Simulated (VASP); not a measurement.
# B4N3 (P1) in VASP: relaxation of cell and atoms with PBE

Aim: the relaxation of cell and atoms of B4N3 with PBE.

Everything below comes from runs of VASP 6.6.1. Logs are shortened: lines on timing, memory, paths and dates and some standing lists are left out, and cuts for length are marked.

## (1) The cell of the first run

The typed cell holds 7 atoms: a = 3.656 Å, b = 3.595 Å, c = 3.530 Å, α = 91.31°, β = 91.05°, γ = 89.50°.

## (2) Relaxation of cell and atoms, PBE

The input, INCAR:

```
SYSTEM = B4N3
ALGO     = Normal         ! electronic algorithm
EDIFF    = 1E-6           ! SCF threshold, eV
EDIFFG   = -0.025         ! ionic threshold
ENCUT    = 600            ! plane-wave cutoff, eV
GGA      = PE             ! functional
IBRION   = 2              ! ionic algorithm
ISIF     = 3              ! what is computed and relaxed
ISMEAR   = 0              ! smearing method
LASPH    = .TRUE.         ! aspherical terms in the spheres
LCHARG   = .FALSE.        ! write CHGCAR
LREAL    = .FALSE.        ! projectors in reciprocal space
LWAVE    = .FALSE.        ! write WAVECAR
NELM     = 80             ! most SCF steps
NSW      = 80             ! ionic steps
PREC     = Accurate       ! precision mode
SIGMA    = 0.2            ! smearing width, eV
```

The input, KPOINTS:

```
k-points
0
G
  6 6 6
  0 0 0
```

The input, POSCAR:

```
B4N3
1.0
    3.6558741563      0.0157153059     -0.0327008634
    0.0157153059      3.5947665542     -0.0406249480
   -0.0327008634     -0.0406249480      3.5298764895
B N
4 3
Direct
    0.7213812426      0.2828151913      0.7138764115
    0.2738142121      0.7014178999      0.6929525455
    0.7905852554      0.7828858719      0.2488692004
    0.2116647702      0.2358453869      0.2803387733
    0.5040407775      0.5227695394      0.0252590310
    0.5021349355     -0.0033813706      0.5428814675
   -0.0036211932      0.4776474813      0.4958225709
```

Potentials or basis: VASP PAW PBE potentials, release 64 (B, N).

On the command line:

```sh
> cat potpaw_PBE.64/B/POTCAR potpaw_PBE.64/N/POTCAR > POTCAR
> mpirun -np 1 vasp_std > vasp.out
```

OUTCAR:

```text
SYSTEM = B4N3
   EDIFF = 1E-6
   EDIFFG = -0.025
   ENCUT = 600
   GGA = PE
   IBRION = 2
   ISIF = 3
   ISMEAR = 0
   LASPH = .TRUE.
   LREAL = .FALSE.
   NELM = 80
   NSW = 80
   PREC = Accurate

 ion  position               nearest neighbor table
   1  0.721  0.283  0.714-   6 1.43   7 1.47   5 1.60
   2  0.274  0.701  0.693-   7 1.46   6 1.47   5 1.58
   3  0.791  0.783  0.249-   7 1.59   5 1.60   6 1.66
   4  0.212  0.236  0.280-   7 1.39   6 1.65   5 1.76
   5  0.504  0.523  0.025-   2 1.58   3 1.60   1 1.60   4 1.76
   6  0.502  0.997  0.543-   1 1.43   2 1.47   4 1.65   3 1.66
   7  0.996  0.478  0.496-   4 1.39   2 1.46   1 1.47   3 1.59

  LATTYP: Found a triclinic cell.
 ALAT       =     3.5302617132
 B/A-ratio  =     1.4108504648
 C/A-ratio  =     1.0356326178
 COS(alpha) =     0.0066088298
 COS(beta)  =     0.0182553515
 COS(gamma) =     0.6923019246

  Lattice vectors:

 A1 = (  -0.0327008634,  -0.0406249480,   3.5298764895)
 A2 = (  -0.0169855575,   3.5541416062,   3.4892515415)
 A3 = (  -3.6558741563,  -0.0157153059,   0.0327008634)

Analysis of symmetry for initial positions (statically):
=====================================================================
 Subroutine PRICEL returns:
 Original cell was already a primitive cell.

 Routine SETGRP: Setting up the symmetry group for a
 triclinic supercell.

 Subroutine GETGRP returns: Found  1 space group operations
 (whereof  1 operations were pure point group operations)
 out of a pool of  2 trial point group operations.

The static configuration has the point symmetry C_1 .

Analysis of symmetry for dynamics (positions and initial velocities):
=====================================================================
 Subroutine PRICEL returns:
 Original cell was already a primitive cell.

 Routine SETGRP: Setting up the symmetry group for a
 triclinic supercell.

 Subroutine GETGRP returns: Found  1 space group operations
 (whereof  1 operations were pure point group operations)
 out of a pool of  2 trial point group operations.

The dynamic configuration has the point symmetry C_1 .

 Subroutine INISYM returns: Found  1 space group operations
 (whereof  1 operations are pure point group operations),
 and found     1 'primitive' translations

----------------------------------------------------------------------------------------

                                     Primitive cell

  volume of cell :      46.3790

  direct lattice vectors                    reciprocal lattice vectors
     3.655874156  0.015715306 -0.032700863     0.273559958 -0.001167439  0.002520830
     0.015715306  3.594766554 -0.040624948    -0.001167439  0.278223349  0.003191226
    -0.032700863 -0.040624948  3.529876489     0.002520830  0.003191226  0.283356112

  length of vectors
     3.656054180  3.595030450  3.530261713     0.273574063  0.278244099  0.283385293

  position of ions in fractional coordinates (direct lattice)
     0.721381243  0.282815191  0.713876412
     0.273814212  0.701417900  0.692952545
     0.790585255  0.782885872  0.248869200
     0.211664770  0.235845387  0.280338773
     0.504040778  0.522769539  0.025259031
     0.502134936  0.996618629  0.542881468
     0.996378807  0.477647481  0.495822571

  ion indices of the primitive-cell ions
   primitive index   ion index
                 1           1
                 2           2
                 3           3
                 4           4
                 5           5
                 6           6
                 7           7

----------------------------------------------------------------------------------------

 KPOINTS: k-points

Automatic generation of k-mesh.
 Grid dimensions read from file:
 generate k-points for:    6    6    6

 Generating k-lattice:

  Cartesian coordinates                     Fractional coordinates (reciprocal lattice)
     0.045593326 -0.000194573  0.000420138     0.166666667 -0.000000000  0.000000000
    -0.000194573  0.046370558  0.000531871    -0.000000000  0.166666667  0.000000000
     0.000420138  0.000531871  0.047226019     0.000000000  0.000000000  0.166666667

  Length of vectors
     0.045595677  0.046374017  0.047230882

  Shift w.r.t. Gamma in fractional coordinates (k-lattice)
     0.000000000  0.000000000  0.000000000

 Subroutine IBZKPT returns following result:
 ===========================================

 Found    112 irreducible k-points:

 Following reciprocal coordinates:
            Coordinates               Weight
  0.000000  0.000000  0.000000      1.000000
  0.166667 -0.000000 -0.000000      2.000000
  0.333333 -0.000000 -0.000000      2.000000
  0.500000 -0.000000  0.000000      1.000000
 -0.000000  0.166667 -0.000000      2.000000
  0.166667  0.166667 -0.000000      2.000000
[... 16 lines left out ...]
  0.333333 -0.000000  0.166667      2.000000
  0.500000 -0.000000  0.166667      2.000000
 [... further k-points ...]
   k-points           NKPTS =    112   k-points in BZ     NKDIM =    112   number of bands    NBANDS=     17
   number of dos      NEDOS =    301   number of ions     NIONS =      7
   total plane-waves  NPLWV =  25200
   dimension x,y,z NGX =    30 NGY =   30 NGZ =   28
   dimension x,y,z NGXF=    60 NGYF=   60 NGZF=   56
   ions per type =               4   3
   NGX,Y,Z   is equivalent  to a cutoff of  13.64, 13.87, 13.19 a.u.
   NGXF,Y,Z  is equivalent  to a cutoff of  27.28, 27.75, 26.37 a.u.
 SYSTEM =  B4N3
   PREC   = accura    normal or accurate (medium, high low for compatibility)
   ISTART =      0    job   : 0-new  1-cont  2-samecut
   ICHARG =      2    charge: 1-file 2-atom 10-const
   ISPIN  =      1    spin polarized calculation?
   LNONCOLLINEAR =      F non collinear calculations
   LSORBIT =      F    spin-orbit coupling
   LASPH  =      T    aspherical Exc in radial PAW
   ENCUT  =  600.0 eV  44.10 Ry    6.64 a.u.   7.30  7.18  7.05*2*pi/ulx,y,z
   NELM   =     80;   NELMIN=  2; NELMDL= -5     # of ELM steps
   EDIFF  = 0.1E-05   stopping-criterion for ELM
   LREAL  =      F    real-space projection
   EDIFFG = -.3E-01   stopping-criterion for IOM
   NSW    =     80    number of steps for IOM
   IBRION =      2    ionic relax: 0-MD 1-quasi-New 2-CG
   NFREE  =      1    steps in history (QN), initial steepest desc. (CG)
   ISIF   =      3    stress and relaxation
   ISYM   =      2    0-nonsym 1-usesym 2-fastsym
   POTIM  = 0.5000    time-step for ionic-motion
   TEBEG  =    0.0;   TEEND  =   0.0 temperature during run
   PSTRESS=    0.0 pullay stress
   NELECT =      27.0000    total number of electrons
   NUPDOWN=      -1.0000    fix difference up-down
   EMIN   =  10.00;   EMAX   =-10.00  energy-range for DOS
   EFERMI =   0.00;   METHOD = LEGACY
   ISMEAR =     0;   SIGMA  =   0.20  broadening in eV -4-tet -1-fermi 0-gaus
   EFERMI_NEDOS =   21; number of points for ismear=-14 and -15
   IALGO  =     38    algorithm
   IMIX   =      4    mixing-type and parameters
     AMIX     =   0.40;   BMIX     =  1.00
     AMIX_MAG =   1.60;   BMIX_MAG =  1.00
  volume/ion in A,a.u.               =       6.63        44.71
  Fermi-wavevector in a.u.,A,eV,Ry     =   1.366960  2.583179 25.423556  1.868579
  Thomas-Fermi vector in A             =   2.493054
   LORBIT       =      0    0 simple, 1 ext, 2 COOP (PROOUT), +10 PAW based schemes
   GGA     = PE    functional components
   LHFCALC =     F    Hartree Fock is set to
   AEXX    =    0.0000 exact exchange contribution
   IVDW    =     0    specifies the selected vdW correction
   LEPSILON=     F    determine dielectric tensor
   LRPA    =     F    only Hartree local field effects (RPA)
 conjugate gradient relaxation of ions
 non-spin polarized calculation
 Gauss-broadening in eV      SIGMA  =   0.20
  energy-cutoff  :      600.00
  volume of cell :       46.38
 maximum number of plane-waves:      1563
 NGX is ok and might be reduce to    30
   NGX = 15   NGY = 15   NGZ = 15

--------------------------------------- Ionic step        1  -------------------------------------------

 number of electron      26.9999998 magnetization

 Free energy of the ion-electron system (eV)
  ---------------------------------------------------
  ext. energy  EPLUGINS =         0.00000000
  ---------------------------------------------------
  free energy    TOTEN  =       -52.79499539 eV

  energy without entropy =      -52.76813499  energy(sigma->0) =      -52.78156519

------------------------ aborting loop because EDIFF is reached ----------------------------------------

  FORCE on cell =-STRESS in cart. coord.  units (eV):
  Direction    XX          YY          ZZ          XY          YZ          ZX
  --------------------------------------------------------------------------------------
  -------------------------------------------------------------------------------------
  Total       -2.7733722      3.5393504      7.0885131     -5.8723793      4.3809889      0.6806729
  in kB      -95.8070697    122.2680428    244.8750547   -202.8633061    151.3427271     23.5140724
  external PRESSURE =      90.4453426 kB  Pullay stress =       0.0000000 kB
[... 104 lines left out ...]
  FREE ENERGIE OF THE ION-ELECTRON SYSTEM (eV)
  ---------------------------------------------------
  free  energy   TOTEN  =       -54.2769814280 eV

  energy  without entropy=      -54.2544878430  energy(sigma->0) =      -54.26573464

[... ionic steps 4 to 31 ...]

--------------------------------------- Ionic step       32  -------------------------------------------

 number of electron      26.9999996 magnetization

------------------------ aborting loop because EDIFF is reached ----------------------------------------
[... 77 lines left out ...]
--------------------------------------- Ionic step       34  -------------------------------------------

 number of electron      26.9999996 magnetization

 Free energy of the ion-electron system (eV)
  ---------------------------------------------------
  ext. energy  EPLUGINS =         0.00000000
  ---------------------------------------------------
  free energy    TOTEN  =       -54.67172044 eV

  energy without entropy =      -54.65903943  energy(sigma->0) =      -54.66537994

 E-fermi :   9.5318     XC(G=0): -12.2075

 val. band max:        9.1841025358   @ k =  -0.3333   0.3333   0.0000
 cond. band min:       9.6398262987   @ k =  -0.1667   0.0000   0.3333
 fundamental gap:      0.4557237629
 Fermi energy:         9.5317708591

 k-point     1 :       0.0000    0.0000    0.0000
  band No.  band energies     occupation
      1     -13.8729      2.00000
      2      -9.2100      2.00000
      3      -9.2093      2.00000
      4      -2.6127      2.00000
      5      -2.6113      2.00000
      6      -2.6077      2.00000
[... 457 lines left out ...]
      4      -2.3568      2.00000
      5      -2.0669      2.00000
      6      -1.6290      2.00000
[... 9 lines left out ...]
     16      11.0199      0.00000
     17      14.0009      0.00000

 [... further k-points ...]

------------------------ aborting loop because EDIFF is reached ----------------------------------------

  FORCE on cell =-STRESS in cart. coord.  units (eV):
  Direction    XX          YY          ZZ          XY          YZ          ZX
  --------------------------------------------------------------------------------------
  -------------------------------------------------------------------------------------
  Total       -0.0146744      0.0195656     -0.0107724     -0.0141888     -0.0089276     -0.0090482
  in kB       -0.5014602      0.6686052     -0.3681180     -0.4848649     -0.3050786     -0.3091987
  external PRESSURE =      -0.0669910 kB  Pullay stress =       0.0000000 kB
[... 22 lines left out ...]
  FREE ENERGIE OF THE ION-ELECTRON SYSTEM (eV)
  ---------------------------------------------------
  free  energy   TOTEN  =       -54.6717204384 eV

  energy  without entropy=      -54.6590394327  energy(sigma->0) =      -54.66537994

 reached required accuracy - stopping structural energy minimisation
```

Run time: 12 min. Hardware: 1 thread of Intel Xeon 6975P-C (Granite Rapids), shared host; peak memory 0.23 GiB.

Results:

* Free energy: -54.6717 eV
* Relaxed volume: 6.70 Å³/atom
* Relaxed cell: a = 3.606 Å, b = 3.605 Å, c = 3.606 Å, α = 89.97°, β = 89.94°, γ = 89.94°
* Space group after relaxing (to 0.1 Å): P-43m (No. 215)
* Energy gained by relaxing: 268.1 meV/atom
* Ionic steps: 34
* Pressure after relaxing: 0.0 GPa
* Largest force after relaxing: 0.024 eV/Å
* Band gap on the k mesh: zero (an odd number of electrons rules out a gap without spin polarisation)

Forces on the atoms (eV/Å):
```
B    0.004 -0.003 -0.001
B    0.000 -0.005  0.006
B    0.002  0.000 -0.006
B   -0.022  0.002 -0.010
N    0.003  0.011  0.009
N    0.007 -0.006  0.001
N    0.006  0.003  0.001
```

Stress tensor (GPa, compression positive):
```
-0.05 -0.05 -0.03
-0.05  0.07 -0.03
-0.03 -0.03 -0.04
```

Step by step:
```csv
step,energy change (eV),largest force (eV/Å),pressure (GPa),volume (Å³)
1,0.0000,5.3329,9.04,46.38
2,-0.1068,7.3314,-0.93,48.76
3,-1.4820,2.0369,-3.90,47.53
4,-1.6133,2.0398,0.54,46.85
5,-1.7450,0.9815,-2.23,47.14
6,-1.7898,0.7101,1.86,46.57
7,-1.7991,0.3956,0.48,46.73
8,-1.8093,0.3919,0.27,46.71
9,-1.8110,0.2592,0.29,46.72
10,-1.8174,0.2142,-0.46,46.77
11,-1.8183,0.2339,-0.87,46.80
12,-1.8228,0.1660,0.15,46.65
13,-1.8231,0.2015,0.52,46.59
14,-1.8271,0.1443,0.83,46.55
15,-1.8353,0.1248,1.81,46.43
16,-1.8335,0.5444,4.00,46.20
17,-1.8378,0.2930,2.68,46.34
18,-1.8401,0.2836,2.59,46.36
19,-1.8466,0.2922,2.34,46.41
20,-1.8567,0.3225,1.89,46.52
21,-1.8556,0.4825,1.20,46.73
22,-1.8606,0.3624,1.58,46.61
23,-1.8667,0.2340,0.92,46.71
24,-1.8709,0.1883,-0.18,46.88
25,-1.8720,0.1329,-0.18,46.89
26,-1.8729,0.1072,-0.18,46.89
27,-1.8735,0.0756,-0.03,46.88
28,-1.8739,0.0988,0.21,46.85
29,-1.8745,0.0846,0.15,46.86
30,-1.8755,0.0819,-0.04,46.89
31,-1.8756,0.0841,-0.13,46.91
32,-1.8762,0.0492,-0.11,46.91
33,-1.8765,0.0538,-0.09,46.90
34,-1.8767,0.0239,-0.01,46.89
```

Final structure:
```cif
data_structure
_symmetry_space_group_name_H-M 'P 1'
_symmetry_Int_Tables_number 1
_cell_length_a 3.6063
_cell_length_b 3.6049
_cell_length_c 3.6064
_cell_angle_alpha 89.967
_cell_angle_beta 89.945
_cell_angle_gamma 89.937
_cell_volume 46.89
loop_
_atom_site_label
_atom_site_type_symbol
_atom_site_fract_x
_atom_site_fract_y
_atom_site_fract_z
_atom_site_occupancy
B1 B 0.73864 0.26086 0.73851 1
B2 B 0.26064 0.73892 0.73874 1
B3 B 0.73852 0.73846 0.26096 1
B4 B 0.26249 0.26214 0.26222 1
N1 N 0.49992 0.49987 0.99974 1
N2 N 0.49992 0.99984 0.49994 1
N3 N 0.99986 0.49990 0.49990 1
```

Caveat: an odd number of electrons without spin polarisation forces a metal; a magnetic or distorted state may lie lower.

The gap in the log of VASP goes by the Fermi energy; the results here count the filled bands.